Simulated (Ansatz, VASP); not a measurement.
## Two plane-wave programs on V

```
V
1.0
     0.00000    1.91071    1.91071
     1.91071    0.00000    1.91071
     1.91071    1.91071    0.00000
V
1
Direct
  0.00000 0.00000 0.00000
```

Alike in both runs: functional PBE; k mesh 8 × 8 × 8; no spin polarisation.

Ansatz relaxed the structure, and its values are those at the end. VASP's run is a single point on that final structure, the one shown.

```csv
,VASP,Ansatz
version,VASP 6.6.1,Ansatz 0.2.0
potentials or method,"VASP PAW PBE potentials, release 64 (V_sv), cutoff 500 eV",PAW plane waves
occupations,"fermi-dirac, width 0.1 eV",fermi-dirac
valence electrons in the cell,13,13
```

```csv
,VASP,Ansatz,Ansatz less VASP
gap on the k mesh at the Fermi level (eV),none,none,-
pressure (GPa),0.0,0.0,-0.04
```

A gap of «none» marks a metal or a gap that the smearing closes.
